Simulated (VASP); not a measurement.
Here is a VASP 6.6.1 calculation.

File INCAR:

```
SYSTEM = WI2O2
ALGO = Normal ; EDIFF = 1E-7
ENCUT = 520 ; GGA = PE
ISIF = 2 ; ISMEAR = 0
LASPH = .True. ; LCHARG = .False.
LREAL = .False. ; LWAVE = .False.
NBANDS = 28 ; NELM = 60
PREC = Accurate ; SIGMA = 0.1
```

File KPOINTS:

```
k-points
0
Gamma
  2 2 3
  0 0 0
```

POSCAR

```
WI2O2
1.0
   -1.8742000000      1.9524500000      8.3141500000
    1.8742000000     -1.9524500000      8.3141500000
    1.8742000000      1.9524500000     -8.3141500000
W I O
1 2 2
Direct
    0.0000000000      0.0000000000      0.0000000000
    0.1607200000      0.1607200000      0.0000000000
    0.8392800000      0.8392800000      0.0000000000
    0.5000000000      0.0000000000      0.5000000000
    0.0000000000      0.5000000000      0.5000000000
```

Potentials or basis: VASP PAW PBE potentials, release 64 (W_sv, I, O).

The run is started by

```bash
$ cat potpaw_PBE.64/W_sv/POTCAR potpaw_PBE.64/I/POTCAR potpaw_PBE.64/O/POTCAR > POTCAR
$ mpirun -np 1 vasp_std > vasp.out
```

Problem. Estimate the band gap on the k mesh.

Solution. Zero (filled and empty bands touch).

Problem. Estimate the largest force.

Solution. 0.358 eV/Å.

Problem. What does it give for the pressure?

Solution. 2.4 GPa.

Stress tensor (GPa, compression positive):
```
 6.16  0.00  0.00
 0.00 -4.03  0.00
 0.00  0.00  5.18
```

Caveat: the k points lie up to 0.86 Å⁻¹ apart; spin-orbit coupling is left out, which moves the levels of the heavy elements.
